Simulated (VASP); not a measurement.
Here is a VASP 6.6.1 calculation.

File INCAR:

```
SYSTEM = Si
PREC     = Accurate       ! precision mode
ENCUT    = 520            ! plane-wave cutoff, eV
EDIFF    = 1E-6           ! SCF threshold, eV
ISMEAR   = -1             ! smearing method
SIGMA    = 0.02           ! smearing width, eV
LREAL    = Auto         
LASPH    = .TRUE.         ! aspherical terms in the spheres
NELM     = 80             ! most SCF steps
ALGO     = Normal         ! electronic algorithm
ISIF     = 2              ! what is computed and relaxed
LWAVE    = .FALSE.        ! write WAVECAR
LCHARG   = .TRUE.         ! write CHGCAR
GGA      = PE             ! functional
IVDW     = 12             ! dispersion correction
LELF     = .TRUE.         ! ELF
LVHAR    = .TRUE.       
NBANDS   = 48             ! bands
```

File KPOINTS:

```
regular mesh
0
G
  2 2 2
  0 0 0
```

POSCAR

```
Si
1.0
    0.0000000000      5.4300000000      5.4300000000
    5.4300000000      0.0000000000      5.4300000000
    5.4300000000      5.4300000000      0.0000000000
Si
17
Direct
   -0.0783701657      0.1091804788     -0.0612062615
   -0.0979097606      0.2696408840      0.1808563536
    0.0064732965      0.0097882136      0.4458287293
    0.0488950276      0.2516390424      0.4903683241
    0.0033057090      0.5983333333     -0.0422559853
    0.1189779006      0.7548158379      0.0684069982
   -0.0840699816      0.6128545120      0.4255801105
    0.0955064457      0.6306445672      0.5942541436
    0.4822099448      0.0718047882     -0.0854327808
    0.5537661142      0.1605985267      0.1186279926
    0.4236648250      0.1147513812      0.4724677716
    0.6294475138      0.2346224678      0.5320810313
    0.4506169429      0.5581491713     -0.0189779006
    0.6267219153      0.6769981584      0.0843830571
    0.4642357274      0.6054511971      0.4358195212
    0.5476243094      0.7104419890      0.6374769797
    0.1777255985      0.2663996317      0.8428453039
```

Potentials or basis: VASP PAW PBE potentials, release 64 (Si).

Run with:

```sh
$ cat potpaw_PBE.64/Si/POTCAR > POTCAR
$ mpirun -np 1 vasp_std > vasp.out
```

Question: Estimate the pressure.

Answer: 0.7 GPa.

Question: Predict the band gap on the k mesh.

Answer: Zero (bands 34 and 35 overlap by 0.17 eV).

Question: Predict the dispersion energy per atom.

Answer: -0.332 eV.

Question: Predict the largest force.

Answer: 3.869 eV/Å.

Forces on the atoms (eV/Å):
```
Si  -0.312 -0.651  0.948
Si  -0.397 -1.354  0.650
Si   0.014  0.837 -0.622
Si   0.672  1.857 -0.107
Si   0.037 -0.686 -0.458
Si   1.393 -1.561 -1.623
Si   0.561  0.584  0.049
Si  -0.233  0.346  0.328
Si  -0.685  1.522  0.004
Si   0.004 -1.052  1.181
Si   0.412  0.919 -0.732
Si  -0.083  0.096 -1.255
Si  -0.591  3.624 -0.034
Si  -0.853 -1.612  0.673
Si   1.622  0.997 -0.835
Si  -1.550 -2.915  2.018
Si  -0.012 -0.950 -0.186
```

Caveat: the k points lie up to 0.50 Å⁻¹ apart.
